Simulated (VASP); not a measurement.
# KBr (I4/mmm) in VASP: further runs, part 2 of 2

VASP 6.6.1. The steps go on from the part before.

## Step 3: Single point, r2SCAN (strain -0.015 along x and y, +0.030 along z)

Contents of POSCAR:

```
KBr
1.0
    0.0000000000      3.2431125000      3.3912750000
    3.2431125000      0.0000000000      3.3912750000
    3.2431125000      3.2431125000      0.0000000000
K Br
1 1
Direct
    0.0000000000      0.0000000000      0.0000000000
    0.5000000000      0.5000000000      0.5000000000
```

Contents of INCAR.step1:

```
SYSTEM = KBr
ALGO = Normal
EDIFF = 1E-4
ENCUT = 520
GGA = PE
ISMEAR = 0
LASPH = .True.
LCHARG = .False.
LREAL = .False.
LWAVE = .True.
NBANDS = 15
NELM = 80
PREC = Accurate
SIGMA = 0.05
```

Contents of INCAR.step2:

```
SYSTEM = KBr
ALGO = Normal
EDIFF = 1E-7
ENCUT = 520
ISIF = 2
ISMEAR = 0
ISTART = 1
LASPH = .True.
LCHARG = .False.
LMIXTAU = .True.
LREAL = .False.
LWAVE = .False.
METAGGA = R2SCAN
NBANDS = 15
NELM = 80
PREC = Accurate
SIGMA = 0.05
```

Contents of KPOINTS:

```
k-points
0
Gamma
  6 6 6
  0 0 0
```

Potentials or basis: VASP PAW PBE potentials, release 64 (K_sv, Br).

Started as:

```sh
> cat potpaw_PBE.64/K_sv/POTCAR potpaw_PBE.64/Br/POTCAR > POTCAR
> cp INCAR.step1 INCAR
> mpirun -np 1 vasp_std > vasp.out
> cp INCAR.step2 INCAR
> mpirun -np 1 vasp_std > vasp.out
```

OUTCAR:

```text
SYSTEM = KBr
   EDIFF = 1E-7
   ENCUT = 520
   ISIF = 2
   ISMEAR = 0
   ISTART = 1
   LASPH = .True.
   LREAL = .False.
   METAGGA = R2SCAN
   NELM = 80
   PREC = Accurate

 ion  position               nearest neighbor table
   1  0.000  0.000  0.000-   2 3.24   2 3.24   2 3.24   2 3.24
   2  0.500  0.500  0.500-   1 3.24   1 3.24   1 3.24   1 3.24

  LATTYP: Found a body centered tetragonal cell.
 ALAT       =     4.5864536818
 C/A-ratio  =     1.4788223038

  Lattice vectors:

 A1 = (  -3.2431125000,   0.0000000000,   3.3912750000)
 A2 = (   3.2431125000,   0.0000000000,   3.3912750000)
 A3 = (   0.0000000000,   3.2431125000,  -3.3912750000)

Analysis of symmetry for initial positions (statically):
=====================================================================
 Subroutine PRICEL returns:
 Original cell was already a primitive cell.

 Routine SETGRP: Setting up the symmetry group for a
 body centered tetragonal supercell.

 Subroutine GETGRP returns: Found 16 space group operations
 (whereof 16 operations were pure point group operations)
 out of a pool of 16 trial point group operations.

The static configuration has the point symmetry D_4h.

Analysis of symmetry for dynamics (positions and initial velocities):
=====================================================================
 Subroutine PRICEL returns:
 Original cell was already a primitive cell.

 Routine SETGRP: Setting up the symmetry group for a
 body centered tetragonal supercell.

 Subroutine GETGRP returns: Found 16 space group operations
 (whereof 16 operations were pure point group operations)
 out of a pool of 16 trial point group operations.

The dynamic configuration has the point symmetry D_4h.

 Subroutine INISYM returns: Found 16 space group operations
 (whereof 16 operations are pure point group operations),
 and found     1 'primitive' translations

----------------------------------------------------------------------------------------

[... 121 lines left out ...]
   LEPSILON=     F    determine dielectric tensor
   LRPA    =     F    only Hartree local field effects (RPA)
 non-spin polarized calculation
 Gauss-broadening in eV      SIGMA  =   0.05
  energy-cutoff  :      520.00
  volume of cell :       71.34
 maximum number of plane-waves:      1948
   NGX = 17   NGY = 17   NGZ = 17

 number of electron      15.9999998 magnetization

 Free energy of the ion-electron system (eV)
  ---------------------------------------------------
  ext. energy  EPLUGINS =         0.00000000
  ---------------------------------------------------
  free energy    TOTEN  =       -23.23782680 eV

  energy without entropy =      -23.23782680  energy(sigma->0) =      -23.23782680

 E-fermi :  -1.7743     XC(G=0):  -7.7785

 val. band max:       -2.1097030782   @ k =   0.0000   0.0000   0.0000
 cond. band min:       2.9758400156   @ k =   0.0000   0.0000   0.0000
 fundamental gap:      5.0855430937
 Fermi energy:        -1.7742664577

 k-point     1 :       0.0000    0.0000    0.0000
  band No.  band energies     occupation
      1     -30.9809      2.00000
      2     -14.8590      2.00000
      3     -13.6927      2.00000
      4     -13.6871      2.00000
      5     -13.6871      2.00000
      6      -2.1358      2.00000
      7      -2.1097      2.00000
      8      -2.1097      2.00000
      9       2.9758      0.00000
     10       5.9381      0.00000
     11       6.2159      0.00000
     12       6.2159      0.00000
     13       7.0110      0.00000
     14       7.2099      0.00000
[... 401 lines left out ...]
      2     -14.8369      2.00000
      3     -13.7458      2.00000
      4     -13.7206      2.00000
      5     -13.6515      2.00000
      6      -2.9286      2.00000
      7      -2.5586      2.00000
      8      -2.4361      2.00000
      9       4.6549      0.00000
     10       6.1105      0.00000
     11       7.5811      0.00000
     12       8.3263      0.00000
     13       8.5865      0.00000
     14       9.1402      0.00000
     15       9.7553      0.00000

 [... further k-points ...]

------------------------ aborting loop because EDIFF is reached ----------------------------------------

  FORCE on cell =-STRESS in cart. coord.  units (eV):
  Direction    XX          YY          ZZ          XY          YZ          ZX
  --------------------------------------------------------------------------------------
  -------------------------------------------------------------------------------------
  Total        0.3514768      0.3514768     -0.3201815      0.0000000     -0.0000000     -0.0000000
  in kB        7.8938736      7.8938736     -7.1910089      0.0000000     -0.0000000     -0.0000000
  external PRESSURE =       2.8655794 kB  Pullay stress =       0.0000000 kB

 VOLUME and BASIS-vectors are now :
 -----------------------------------------------------------------------------
  energy-cutoff  :      520.00
  volume of cell :       71.34
      direct lattice vectors                 reciprocal lattice vectors
     0.000000000  3.243112500  3.391275000    -0.154172882  0.154172882  0.147437173
     3.243112500  0.000000000  3.391275000     0.154172882 -0.154172882  0.147437173
     3.243112500  3.243112500  0.000000000     0.154172882  0.154172882 -0.147437173

 POSITION                                       TOTAL-FORCE (eV/Angst)
 -----------------------------------------------------------------------------------
      0.00000      0.00000      0.00000        -0.000000      0.000000      0.000000
      3.24311      3.24311      3.39127         0.000000     -0.000000     -0.000000
 -----------------------------------------------------------------------------------
    total drift:                                0.000000      0.000000      0.000000

  FREE ENERGIE OF THE ION-ELECTRON SYSTEM (eV)
  ---------------------------------------------------
  free  energy   TOTEN  =       -23.2378267996 eV

  energy  without entropy=      -23.2378267996  energy(sigma->0) =      -23.23782680
```

OUTCAR.step1:

```text
SYSTEM = KBr
   EDIFF = 1E-4
   ENCUT = 520
   GGA = PE
   ISMEAR = 0
   LASPH = .True.
   LREAL = .False.
[... 653 lines left out ...]
      0.00000      0.00000      0.00000        -0.000000     -0.000000      0.000000
      3.24311      3.24311      3.39127         0.000000      0.000000      0.000000
 -----------------------------------------------------------------------------------
    total drift:                                0.000000      0.000000      0.000000

  FREE ENERGIE OF THE ION-ELECTRON SYSTEM (eV)
  ---------------------------------------------------
  free  energy   TOTEN  =        -6.2025906768 eV

  energy  without entropy=       -6.2025906768  energy(sigma->0) =       -6.20259068
```

OSZICAR.step1:

```text
N       E                     dE             d eps       ncg     rms          rms(c)
DAV:   1     0.100356758016E+03    0.10036E+03   -0.69273E+03   900   0.940E+02
DAV:   2    -0.287502784526E+00   -0.10064E+03   -0.93253E+02  1188   0.230E+02
DAV:   3    -0.614310334742E+01   -0.58556E+01   -0.58296E+01  1230   0.488E+01
DAV:   4    -0.637332569488E+01   -0.23022E+00   -0.23018E+00  1395   0.829E+00
DAV:   5    -0.637529233697E+01   -0.19666E-02   -0.19666E-02  1230   0.821E-01    0.320E+00
DAV:   6    -0.620380443171E+01    0.17149E+00   -0.21888E-01  1152   0.225E+00    0.234E+00
DAV:   7    -0.619263430706E+01    0.11170E-01   -0.10991E-01  1229   0.178E+00    0.105E+00
DAV:   8    -0.620150408869E+01   -0.88698E-02   -0.12201E-02   991   0.801E-01    0.118E-01
DAV:   9    -0.620226614318E+01   -0.76205E-03   -0.77333E-04  1264   0.171E-01    0.770E-02
DAV:  10    -0.620257426002E+01   -0.30812E-03   -0.30786E-04   920   0.102E-01    0.118E-02
DAV:  11    -0.620259067683E+01   -0.16417E-04   -0.21809E-05   912   0.299E-02
   1 F= -.62025907E+01 E0= -.62025907E+01  d E =-.555422E-19
```

Run time: 93 s. Hardware: 1 thread of Intel Xeon 6975P-C (Granite Rapids), shared host; peak memory 0.23 GiB.

Results:

```
Free energy            : -23.2378 eV
Pressure               : 0.3 GPa
Band gap on the k mesh : 5.09 eV
```

Levels at points of the mesh, in eV from the valence-band top:
```
           k point  band 4  band 5  band 6  band 7  band 8  band 9  band 10  band 11  band 12  band 13
(0.00, 0.00, 0.00)  -11.58  -11.58   -0.03    0.00    0.00    5.09     8.05     8.33     8.33     9.12
(0.50, 0.00, 0.00)  -11.58  -11.32   -1.19   -0.35   -0.34    7.14     8.88    10.55    10.56    10.65
(0.50, 0.50, 0.00)  -11.61  -11.61   -0.88   -0.26   -0.26    6.39     8.04    10.01    10.15    10.58
(0.50, 0.00, 0.50)  -11.62  -11.62   -0.82   -0.33   -0.31    6.32     8.06    10.24    10.25    10.61
```

Caveat: the cell differs from its parent crystal (strain -0.015 along x and y, +0.030 along z); the PAW data sets were made with another functional, which shifts forces and pressure a little.

## Step 4: Single point, r2SCAN (strain +0.000 along x and y, +0.015 along z)

Contents of POSCAR:

```
KBr
1.0
    0.0000000000      3.2925000000      3.3418875000
    3.2925000000      0.0000000000      3.3418875000
    3.2925000000      3.2925000000      0.0000000000
K Br
1 1
Direct
    0.0000000000      0.0000000000      0.0000000000
    0.5000000000      0.5000000000      0.5000000000
```

Contents of INCAR.step1:

```
PREC = Accurate
ENCUT = 520
ISMEAR = 0
SIGMA = 0.05
LREAL = False
LASPH = True
NELM = 80
NBANDS = 15
GGA = PE
ALGO = Normal
EDIFF = 1E-4
LWAVE = True
LCHARG = False
```

Contents of INCAR.step2:

```
PREC = Accurate
ENCUT = 520
EDIFF = 1E-7
ISMEAR = 0
SIGMA = 0.05
LREAL = False
LASPH = True
NELM = 80
ALGO = Normal
ISIF = 2
LWAVE = False
LCHARG = False
METAGGA = R2SCAN
LMIXTAU = True
NBANDS = 15
ISTART = 1
```

Contents of KPOINTS:

```
Automatic mesh
0
Gamma
  6 6 6
```

Started as:

```sh
> cat potpaw_PBE.64/K_sv/POTCAR potpaw_PBE.64/Br/POTCAR > POTCAR
> cp INCAR.step1 INCAR
> mpirun -np 1 vasp_std > vasp.out
> cp INCAR.step2 INCAR
> mpirun -np 1 vasp_std > vasp.out
```

Wall time 75 s (1 thread of Intel Xeon 6975P-C (Granite Rapids), shared host); peak memory 0.23 GiB.

The run converged. Its results:

- Free energy: -23.2476 eV
- Pressure: -0.1 GPa
- Band gap on the k mesh: 5.05 eV

Stress tensor (GPa, compression positive):
```
 0.11  0.00  0.00
 0.00  0.11  0.00
 0.00  0.00 -0.38
```

Levels at points of the mesh, in eV from the valence-band top:
```
           k point  band 6  band 7  band 8  band 9  band 10  band 11
(0.00, 0.00, 0.00)   -0.01    0.00    0.00    5.05     8.17     8.26
(0.50, 0.00, 0.00)   -1.15   -0.33   -0.32    7.11     8.84    10.51
(0.50, 0.50, 0.00)   -0.83   -0.27   -0.27    6.38     7.99    10.04
(0.50, 0.00, 0.50)   -0.81   -0.30   -0.29    6.36     8.00    10.11
```

Caveat: the cell differs from its parent crystal (strain +0.000 along x and y, +0.015 along z); the PAW data sets were made with another functional, which shifts forces and pressure a little.

## Step 5: Single point, r2SCAN (strain +0.000 along x and y, +0.030 along z)

Contents of POSCAR:

```
KBr
1.0
    0.0000000000      3.2925000000      3.3912750000
    3.2925000000      0.0000000000      3.3912750000
    3.2925000000      3.2925000000      0.0000000000
K Br
1 1
Direct
    0.0000000000      0.0000000000      0.0000000000
    0.5000000000      0.5000000000      0.5000000000
```

Contents of INCAR.step1:

```
SYSTEM = KBr
PREC = Accurate
ENCUT = 520
ISMEAR = 0
SIGMA = 0.05
LREAL = .False.
LASPH = .True.
NELM = 60
NBANDS = 15
GGA = PE
ALGO = Normal
EDIFF = 1E-4
LWAVE = .True.
LCHARG = .False.
```

Contents of INCAR.step2:

```
SYSTEM = KBr
PREC = Accurate
ENCUT = 520
EDIFF = 1E-6
ISMEAR = 0
SIGMA = 0.05
LREAL = .False.
LASPH = .True.
NELM = 60
ALGO = Normal
ISIF = 2
LWAVE = .False.
LCHARG = .False.
METAGGA = R2SCAN
LMIXTAU = .True.
NBANDS = 15
ISTART = 1
```

Contents of KPOINTS:

```
Automatic mesh
0
Gamma
  6 6 6
  0 0 0
```

Started as:

```sh
> cat potpaw_PBE.64/K_sv/POTCAR potpaw_PBE.64/Br/POTCAR > POTCAR
> cp INCAR.step1 INCAR
> mpirun -np 1 vasp_std > vasp.out
> cp INCAR.step2 INCAR
> mpirun -np 1 vasp_std > vasp.out
```

Run time: 63 s. Hardware: 1 thread of Intel Xeon 6975P-C (Granite Rapids), shared host; peak memory 0.23 GiB.

It converged, with:

```
Free energy            : -23.2436 eV
Pressure               : -0.2 GPa
Band gap on the k mesh : 5.01 eV
```

Stress tensor (GPa, compression positive):
```
 0.04  0.00  0.00
 0.00  0.04  0.00
 0.00  0.00 -0.83
```

Levels at points of the mesh, in eV from the valence-band top:
| k point | band 4 | band 5 | band 6 | band 7 | band 8 | band 9 | band 10 | band 11 | band 12 | band 13 |
| --- | --- | --- | --- | --- | --- | --- | --- | --- | --- | --- |
| (0.00, 0.00, 0.00) | -11.64 | -11.64 | -0.01 | 0.00 | 0.00 | 5.01 | 8.11 | 8.29 | 8.29 | 9.13 |
| (0.50, 0.00, 0.00) | -11.64 | -11.40 | -1.13 | -0.32 | -0.31 | 7.08 | 8.78 | 10.47 | 10.48 | 10.62 |
| (0.50, 0.50, 0.00) | -11.67 | -11.67 | -0.83 | -0.26 | -0.26 | 6.41 | 7.93 | 9.90 | 10.13 | 10.48 |
| (0.50, 0.00, 0.50) | -11.67 | -11.67 | -0.79 | -0.31 | -0.29 | 6.37 | 7.95 | 10.05 | 10.19 | 10.49 |

Caveat: the cell differs from its parent crystal (strain +0.000 along x and y, +0.030 along z); the PAW data sets were made with another functional, which shifts forces and pressure a little.

## Step 6: Single point, r2SCAN (strain +0.015 along x and y, +0.000 along z)

Contents of POSCAR:

```
KBr
1.0
    0.0000000000      3.3418875000      3.2925000000
    3.3418875000      0.0000000000      3.2925000000
    3.3418875000      3.3418875000      0.0000000000
K Br
1 1
Direct
    0.0000000000      0.0000000000      0.0000000000
    0.5000000000      0.5000000000      0.5000000000
```

Contents of INCAR.step1:

```
ALGO     = Normal         # electronic algorithm
EDIFF    = 1E-4           # SCF threshold, eV
ENCUT    = 520            # plane-wave cutoff, eV
GGA      = PE             # functional
ISMEAR   = 0              # smearing method
LASPH    = T              # aspherical terms in the spheres
LCHARG   = F              # write CHGCAR
LREAL    = F              # projectors in reciprocal space
LWAVE    = T              # write WAVECAR
NBANDS   = 15             # bands
NELM     = 100            # most SCF steps
PREC     = Accurate       # precision mode
SIGMA    = 0.05           # smearing width, eV
```

Contents of INCAR.step2:

```
ALGO     = Normal         # electronic algorithm
EDIFF    = 1E-6           # SCF threshold, eV
ENCUT    = 520            # plane-wave cutoff, eV
ISIF     = 2              # what is computed and relaxed
ISMEAR   = 0              # smearing method
ISTART   = 1            
LASPH    = T              # aspherical terms in the spheres
LCHARG   = F              # write CHGCAR
LMIXTAU  = T            
LREAL    = F              # projectors in reciprocal space
LWAVE    = F              # write WAVECAR
METAGGA  = R2SCAN         # meta-GGA
NBANDS   = 15             # bands
NELM     = 100            # most SCF steps
PREC     = Accurate       # precision mode
SIGMA    = 0.05           # smearing width, eV
```

Contents of KPOINTS:

```
k-points
0
Gamma
  6 6 6
```

Potentials or basis: VASP PAW PBE potentials, release 64 (K_sv, Br).

Started as:

```sh
> cat potpaw_PBE.64/K_sv/POTCAR potpaw_PBE.64/Br/POTCAR > POTCAR
> cp INCAR.step1 INCAR
> mpirun -np 1 vasp_std > vasp.out
> cp INCAR.step2 INCAR
> mpirun -np 1 vasp_std > vasp.out
```

Wall time 58 s (1 thread of Intel Xeon 6975P-C (Granite Rapids), shared host); peak memory 0.23 GiB.

It converged, with:

* Free energy: -23.2465 eV
* Pressure: -0.3 GPa
* Band gap on the k mesh: 5.01 eV

Stress tensor (GPa, compression positive):
```
-0.44  0.00  0.00
 0.00 -0.44  0.00
 0.00  0.00  0.04
```

Levels at points of the mesh, in eV from the valence-band top:
| k point | band 4 | band 5 | band 6 | band 7 | band 8 | band 9 | band 10 | band 11 | band 12 | band 13 |
| --- | --- | --- | --- | --- | --- | --- | --- | --- | --- | --- |
| (0.00, 0.00, 0.00) | -11.64 | -11.64 | -0.01 | -0.01 | 0.00 | 5.01 | 8.20 | 8.20 | 8.29 | 9.16 |
| (0.50, 0.00, 0.00) | -11.64 | -11.40 | -1.13 | -0.32 | -0.31 | 7.08 | 8.78 | 10.47 | 10.47 | 10.67 |
| (0.50, 0.50, 0.00) | -11.68 | -11.68 | -0.79 | -0.30 | -0.30 | 6.36 | 7.95 | 10.05 | 10.19 | 10.49 |
| (0.50, 0.00, 0.50) | -11.67 | -11.67 | -0.81 | -0.28 | -0.27 | 6.39 | 7.93 | 9.97 | 10.16 | 10.48 |

Caveat: the cell differs from its parent crystal (strain +0.015 along x and y, +0.000 along z); the PAW data sets were made with another functional, which shifts forces and pressure a little.

## Step 7: Summary

```tsv
cell	gap on the mesh (eV)	pressure (GPa)
a = 4.657, b = 4.657, c = 4.586 Å, angles 60.5, 60.5, 59.0°, 2 atoms	5.13	0.5
a = 4.692, b = 4.692, c = 4.586 Å, angles 60.7, 60.7, 58.5°, 2 atoms	5.09	0.3
a = 4.691, b = 4.691, c = 4.656 Å, angles 60.2, 60.2, 59.5°, 2 atoms	5.05	-0.1
a = 4.727, b = 4.727, c = 4.656 Å, angles 60.5, 60.5, 59.0°, 2 atoms	5.01	-0.2
a = 4.691, b = 4.691, c = 4.726 Å, angles 59.8, 59.8, 60.5°, 2 atoms	5.01	-0.3
```

Alike in all rows: task single point; level r2SCAN; potentials or basis VASP PAW PBE potentials, release 64 (K_sv, Br); no spin polarisation; k mesh 6 × 6 × 6; cutoff (eV) 520; smearing gaussian 0.05 eV.

Caveats: the PAW data sets were made with another functional, which shifts forces and pressure a little.

Absolute energies hang on the potentials; compare differences alone.
